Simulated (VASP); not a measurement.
Crystal: As.

```
As
1.0
     0.00000    2.11791    2.11791
     2.11791    0.00000    2.11791
     2.11791    2.11791    0.00000
As
1
Direct
  0.00000 0.00000 0.00000
```

| Item | Value |
| --- | --- |
| Program | VASP 6.6.1 |
| Task | relaxation of cell and atoms |
| Functional | LDA |
| Potentials or basis | VASP PAW LDA potentials, release 64 (As) |
| Cutoff | 600 eV |
| k mesh | 17 × 17 × 17 |
| Occupations | fermi-dirac, width 0.1 eV |
| Spin | no spin polarisation |

At the start: pressure -3.7 GPa; volume 19.00 Å³/atom.

Q: How do energy, volume and symmetry change on relaxing?

A: Over 3 steps the energy falls by 9.8 meV/atom and the volume is 18.20 Å³/atom (-4.2 %); space group Fm-3m (No. 225, to 0.05 Å).

The path:
```
step  energy change (eV)  largest force (eV/Å)  pressure (GPa)  volume (Å³)
   1              0.0000                0.0000           -3.75        19.00
   2             -0.0072                0.0000            2.17        17.80
   3             -0.0098                0.0000           -0.01        18.20
```

Final structure:
```
As
1.0
     0.00000    2.08757    2.08757
     2.08757    0.00000    2.08757
     2.08757    2.08757    0.00000
As
1
Direct
  0.00000 0.00000 0.00000
```
